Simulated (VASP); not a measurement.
# Zn (a cell with a defect) in VASP: single point with LDA

Aim: the single point of Zn (a cell with a defect) with LDA.

Everything below comes from runs of VASP 6.6.1. Logs are shortened: lines on timing, memory, paths and dates and some standing lists are left out, and cuts for length are marked.

## 1. The cell of the first run

The cell holds a defect, 13 atoms: a = 5.320 Å, b = 7.980 Å, c = 4.937 Å, α = 90.00°, β = 90.00°, γ = 120.00°.

## 2. Single point, LDA

File INCAR:

```
ALGO     = Normal         # electronic algorithm
EDIFF    = 1E-6           # SCF threshold, eV
ENCUT    = 400            # plane-wave cutoff, eV
GGA_COMPAT= False        
ISIF     = 2              # what is computed and relaxed
ISMEAR   = 0              # smearing method
LASPH    = True           # aspherical terms in the spheres
LCHARG   = False          # write CHGCAR
LREAL    = False          # projectors in reciprocal space
LWAVE    = False          # write WAVECAR
NBANDS   = 90             # bands
NELM     = 120            # most SCF steps
PREC     = Accurate       # precision mode
SIGMA    = 0.05           # smearing width, eV
```

File KPOINTS:

```
k-points
0
Gamma
  5 3 4
```

File POSCAR:

```
Zn
1.0
    5.3200000000      0.0000000000      0.0000000000
   -3.9900000000      6.9108830000      0.0000000000
    0.0000000000      0.0000000000      4.9369600000
Zn
13
Direct
   -0.0477795288     -0.0267138078      0.1072323859
    0.1943248801      0.2813421961      0.3738053377
    0.0269879969      0.3585007878     -0.0826332399
    0.1575699136      0.5867167770      0.4788778925
    0.0760902679      0.7202639663     -0.0546366590
    0.1874745981      0.9169227724      0.5112725240
    0.5319946287      0.0300311841      0.0578750891
    0.6999317910      0.2254489043      0.5077085899
    0.3265907064      0.2132695634     -0.1812897005
    0.6527277932      0.5777260301      0.5876174812
    0.5011083062      0.6670564384      0.0486410666
    0.6789637058      0.9034042394      0.5813472258
    0.6813910171      0.4336068199      1.1452083873
```

Potentials or basis: VASP PAW LDA potentials, release 64 (Zn).

On the command line:

```bash
$ cat potpaw_LDA.64/Zn/POTCAR > POTCAR
$ mpirun -np 1 vasp_std > vasp.out
```

OUTCAR:

```text
EDIFF = 1E-6
   ENCUT = 400
   ISIF = 2
   ISMEAR = 0
   LASPH = True
   LREAL = False
   NELM = 120
   PREC = Accurate

 ion  position               nearest neighbor table
   1  0.952  0.973  0.107-   9 2.42  11 2.44   2 2.50   7 2.50   6 2.51   5 2.55  12 2.66  12 2.89
                             7 2.90   3 3.04
   2  0.194  0.281  0.374-   9 2.45   1 2.50  13 2.51   8 2.53   4 2.59   3 2.61  10 2.62   9 2.95
                             6 2.97   3 2.99   8 3.01
   3  0.027  0.359  0.917-   9 2.44  13 2.47   8 2.53  11 2.58   2 2.61   4 2.69   7 2.72   5 2.77
                             2 2.99   1 3.04
   4  0.158  0.587  0.479-   6 2.56   2 2.59   5 2.66  11 2.66   3 2.69   8 2.69  10 2.70  12 2.71
                            10 2.72  13 2.74   5 2.95
   5  0.076  0.720  0.945-  13 2.41   7 2.51   6 2.54   1 2.55  11 2.55  10 2.63   4 2.66   3 2.77
                            11 2.92   4 2.95
   6  0.187  0.917  0.511-   1 2.51   5 2.54   4 2.56   9 2.59   8 2.60  12 2.68  12 2.69   7 2.74
                            10 2.80   2 2.97
   7  0.532  0.030  0.058-   1 2.50   5 2.51   9 2.51   8 2.60   3 2.72   6 2.74  11 2.82  12 2.82
                             1 2.90  13 2.94  12 3.02   8 3.04
   8  0.700  0.225  0.508-   9 2.47  13 2.48   2 2.53   3 2.53  12 2.54   7 2.60   6 2.60   4 2.69
                            10 2.97   2 3.01   7 3.04
   9  0.327  0.213  0.819-   1 2.42  13 2.44   3 2.44   2 2.45   8 2.47   7 2.51   6 2.59  10 2.78
                             2 2.95
  10  0.653  0.578  0.588-  13 2.51  12 2.53   2 2.62  11 2.63   5 2.63   4 2.70   4 2.72   9 2.78
                             6 2.80  11 2.97   8 2.97  13 3.02
  11  0.501  0.667  0.049-   1 2.44  13 2.53   5 2.55   3 2.58  10 2.63   4 2.66   7 2.82  12 2.83
                             5 2.92  10 2.97
  12  0.679  0.903  0.581-  10 2.53   8 2.54   1 2.66   6 2.68   6 2.69   4 2.71   7 2.82  11 2.83
                             1 2.89   7 3.02
  13  0.681  0.434  0.145-   5 2.41   9 2.44   3 2.47   8 2.48  10 2.51   2 2.51  11 2.53   4 2.74
                             7 2.94  10 3.02

  LATTYP: Found a simple monoclinic cell.
 ALAT       =     5.3200000000
 B/A-ratio  =     0.9280000000
 C/A-ratio  =     1.3228757068
 COS(beta)  =    -0.1889822292

  Lattice vectors:

 A1 = (   5.3200000000,   0.0000000000,   0.0000000000)
 A2 = (   0.0000000000,   0.0000000000,   4.9369600000)
 A3 = (  -1.3300000000,  -6.9108830000,   0.0000000000)

Analysis of symmetry for initial positions (statically):
=====================================================================
 Subroutine PRICEL returns:
 Original cell was already a primitive cell.

 Routine SETGRP: Setting up the symmetry group for a
 simple monoclinic supercell.

 Subroutine GETGRP returns: Found  1 space group operations
 (whereof  1 operations were pure point group operations)
 out of a pool of  4 trial point group operations.

The static configuration has the point symmetry C_1 .

Analysis of symmetry for dynamics (positions and initial velocities):
=====================================================================
 Subroutine PRICEL returns:
 Original cell was already a primitive cell.

 Routine SETGRP: Setting up the symmetry group for a
 simple monoclinic supercell.

 Subroutine GETGRP returns: Found  1 space group operations
 (whereof  1 operations were pure point group operations)
 out of a pool of  4 trial point group operations.

The dynamic configuration has the point symmetry C_1 .

 Subroutine INISYM returns: Found  1 space group operations
 (whereof  1 operations are pure point group operations),
 and found     1 'primitive' translations

----------------------------------------------------------------------------------------

                                     Primitive cell

  volume of cell :     181.5118

  direct lattice vectors                    reciprocal lattice vectors
     5.320000000  0.000000000  0.000000000     0.187969925  0.108524482  0.000000000
    -3.990000000  6.910883000  0.000000000     0.000000000  0.144699310  0.000000000
     0.000000000  0.000000000  4.936960000     0.000000000  0.000000000  0.202553798

  length of vectors
     5.320000000  7.980000241  4.936960000     0.217048971  0.144699310  0.202553798

  position of ions in fractional coordinates (direct lattice)
     0.952220471  0.973286192  0.107232386
     0.194324880  0.281342196  0.373805338
[... 41 lines left out ...]
     0.000000000  0.000000000  0.050638450     0.000000000  0.000000000  0.250000000

  Length of vectors
     0.043409794  0.048233103  0.050638450

  Shift w.r.t. Gamma in fractional coordinates (k-lattice)
     0.000000000  0.000000000  0.000000000

 Subroutine IBZKPT returns following result:
 ===========================================

 Found     31 irreducible k-points:

 Following reciprocal coordinates:
            Coordinates               Weight
  0.000000  0.000000  0.000000      1.000000
  0.200000  0.000000  0.000000      2.000000
  0.400000  0.000000  0.000000      2.000000
  0.000000  0.333333  0.000000      2.000000
  0.200000  0.333333  0.000000      2.000000
  0.400000  0.333333  0.000000      2.000000
[... 16 lines left out ...]
  0.200000 -0.333333  0.250000      2.000000
  0.000000  0.000000  0.500000      1.000000
 [... further k-points ...]
   k-points           NKPTS =     31   k-points in BZ     NKDIM =     31   number of bands    NBANDS=     90
   number of dos      NEDOS =    301   number of ions     NIONS =     13
   total plane-waves  NPLWV =  62208
   dimension x,y,z NGX =    36 NGY =   54 NGZ =   32
   dimension x,y,z NGXF=    72 NGYF=  108 NGZF=   64
   ions per type =              13
   NGX,Y,Z   is equivalent  to a cutoff of  11.25, 11.25, 10.78 a.u.
   NGXF,Y,Z  is equivalent  to a cutoff of  22.50, 22.50, 21.55 a.u.
 SYSTEM =  unknown system
   PREC   = accura    normal or accurate (medium, high low for compatibility)
   ISTART =      0    job   : 0-new  1-cont  2-samecut
   ICHARG =      2    charge: 1-file 2-atom 10-const
   ISPIN  =      1    spin polarized calculation?
   LNONCOLLINEAR =      F non collinear calculations
   LSORBIT =      F    spin-orbit coupling
   LASPH  =      T    aspherical Exc in radial PAW
   ENCUT  =  400.0 eV  29.40 Ry    5.42 a.u.   8.68 13.01  8.05*2*pi/ulx,y,z
   NELM   =    120;   NELMIN=  2; NELMDL= -5     # of ELM steps
   EDIFF  = 0.1E-05   stopping-criterion for ELM
   LREAL  =      F    real-space projection
   EDIFFG = 0.1E-04   stopping-criterion for IOM
   NSW    =      0    number of steps for IOM
   IBRION =     -1    ionic relax: 0-MD 1-quasi-New 2-CG
   NFREE  =      0    steps in history (QN), initial steepest desc. (CG)
   ISIF   =      2    stress and relaxation
   ISYM   =      2    0-nonsym 1-usesym 2-fastsym
   POTIM  = 0.5000    time-step for ionic-motion
   TEBEG  =    0.0;   TEEND  =   0.0 temperature during run
   PSTRESS=    0.0 pullay stress
   NELECT =     156.0000    total number of electrons
   NUPDOWN=      -1.0000    fix difference up-down
   EMIN   =  10.00;   EMAX   =-10.00  energy-range for DOS
   EFERMI =   0.00;   METHOD = LEGACY
   ISMEAR =     0;   SIGMA  =   0.05  broadening in eV -4-tet -1-fermi 0-gaus
   EFERMI_NEDOS =   21; number of points for ismear=-14 and -15
   IALGO  =     38    algorithm
   IMIX   =      4    mixing-type and parameters
     AMIX     =   0.40;   BMIX     =  1.00
     AMIX_MAG =   1.60;   BMIX_MAG =  1.00
  volume/ion in A,a.u.               =      13.96        94.22
  Fermi-wavevector in a.u.,A,eV,Ry     =   1.556496  2.941352 32.962574  2.422681
  Thomas-Fermi vector in A             =   2.660284
   LORBIT       =      0    0 simple, 1 ext, 2 COOP (PROOUT), +10 PAW based schemes
   GGA     = CA    functional components
   LHFCALC =     F    Hartree Fock is set to
   AEXX    =    0.0000 exact exchange contribution
   IVDW    =     0    specifies the selected vdW correction
   LEPSILON=     F    determine dielectric tensor
   LRPA    =     F    only Hartree local field effects (RPA)
 non-spin polarized calculation
 Gauss-broadening in eV      SIGMA  =   0.05
  energy-cutoff  :      400.00
  volume of cell :      181.51
 maximum number of plane-waves:      3326
   NGX = 17   NGY = 27   NGZ = 17

 number of electron     155.9999976 magnetization

 Free energy of the ion-electron system (eV)
  ---------------------------------------------------
  ext. energy  EPLUGINS =         0.00000000
  ---------------------------------------------------
  free energy    TOTEN  =       -22.63226249 eV

  energy without entropy =      -22.62479021  energy(sigma->0) =      -22.62852635

 E-fermi :   3.5860     XC(G=0): -12.3315

 val. band max:        3.5857784533   @ k =   0.2000   0.3333   0.0000
 cond. band min:       3.5943534105   @ k =   0.0000  -0.3333   0.2500
 fundamental gap:      0.0085749572
 Fermi energy:         3.5859598212

 k-point     1 :       0.0000    0.0000    0.0000
  band No.  band energies     occupation
      1      -7.6138      2.00000
      2      -5.4543      2.00000
      3      -5.3615      2.00000
      4      -5.3494      2.00000
      5      -5.2979      2.00000
      6      -5.2298      2.00000
[... 2221 lines left out ...]
     89       8.5089      0.00000
     90       9.8549      0.00000

 [... further k-points ...]

------------------------ aborting loop because EDIFF is reached ----------------------------------------

  FORCE on cell =-STRESS in cart. coord.  units (eV):
  Direction    XX          YY          ZZ          XY          YZ          ZX
  --------------------------------------------------------------------------------------
  -------------------------------------------------------------------------------------
  Total        0.7241122      3.5336058      1.3834552      0.4316092     -0.0802424      0.5324070
  in kB        6.3916310     31.1906120     12.2115535      3.8097504     -0.7082881      4.6994773
  external PRESSURE =      16.5979321 kB  Pullay stress =       0.0000000 kB

 VOLUME and BASIS-vectors are now :
 -----------------------------------------------------------------------------
  energy-cutoff  :      400.00
  volume of cell :      181.51
      direct lattice vectors                 reciprocal lattice vectors
     5.320000000  0.000000000  0.000000000     0.187969925  0.108524482  0.000000000
    -3.990000000  6.910883000  0.000000000     0.000000000  0.144699310  0.000000000
     0.000000000  0.000000000  4.936960000     0.000000000  0.000000000  0.202553798

 POSITION                                       TOTAL-FORCE (eV/Angst)
 -----------------------------------------------------------------------------------
      1.18240      6.72627      0.52940         0.007098      0.010862     -0.022040
     -0.08875      1.94432      1.84546         0.005707     -0.006333     -0.009229
     -1.28684      2.47756      4.52900        -0.011723     -0.007447      0.002548
     -1.50273      4.05473      2.36420        -0.004846      0.001379     -0.005841
     -2.46905      4.97766      4.66722        -0.004354     -0.004510     -0.010950
     -2.66116      6.33675      2.52413        -0.019053      0.008406     -0.003768
      2.71039      0.20754      0.28573        -0.009348     -0.000531      0.003333
      2.82410      1.55805      2.50654         0.009157     -0.009143     -0.007708
      0.88652      1.47388      4.04194         0.017551      0.026781     -0.012771
      1.16738      3.99260      2.90104        -0.002135     -0.015601      0.030156
      0.00434      4.60995      0.24014        -0.006654     -0.004168      0.038085
      0.00750      6.24332      2.87009         0.004543     -0.009308     -0.022094
      1.89491      2.99661      0.71689         0.014056      0.009612      0.020280
 -----------------------------------------------------------------------------------
    total drift:                                0.004202      0.001369      0.005478

  FREE ENERGIE OF THE ION-ELECTRON SYSTEM (eV)
  ---------------------------------------------------
  free  energy   TOTEN  =       -22.6322624925 eV

  energy  without entropy=      -22.6247902148  energy(sigma->0) =      -22.62852635
```

Wall time 4.8 min (1 thread of Intel Xeon Platinum 8375C at 2.90GHz (Ice Lake), shared host); peak memory 0.33 GiB.

Results:

| Quantity | Value |
| --- | --- |
| Free energy | -22.6323 eV |
| Pressure | 1.7 GPa |
| Largest force | 0.039 eV/Å |
| Band gap on the k mesh | zero (bands 78 and 79 overlap by 2.68 eV) |

Forces in eV/Å, atoms in the order of the input:
```
Zn   0.007  0.011 -0.022
Zn   0.006 -0.006 -0.009
Zn  -0.012 -0.007  0.003
Zn  -0.005  0.001 -0.006
Zn  -0.004 -0.005 -0.011
Zn  -0.019  0.008 -0.004
Zn  -0.009 -0.001  0.003
Zn   0.009 -0.009 -0.008
Zn   0.018  0.027 -0.013
Zn  -0.002 -0.016  0.030
Zn  -0.007 -0.004  0.038
Zn   0.005 -0.009 -0.022
Zn   0.014  0.010  0.020
```

Stress tensor (GPa, compression positive):
```
 0.64  0.38  0.47
 0.38  3.12 -0.07
 0.47 -0.07  1.22
```

Levels at points of the mesh, in eV from the Fermi level:
```csv
k point,band 75,band 76,band 77,band 78,band 79,band 80,band 81,band 82
"(0.00, 0.00, 0.00)",-1.52,-1.26,-0.31,-0.21,0.01,0.21,1.45,1.58
"(0.00, 0.00, 0.50)",-2.98,-2.21,-2.08,-0.96,-0.72,1.35,1.68,2.00
```
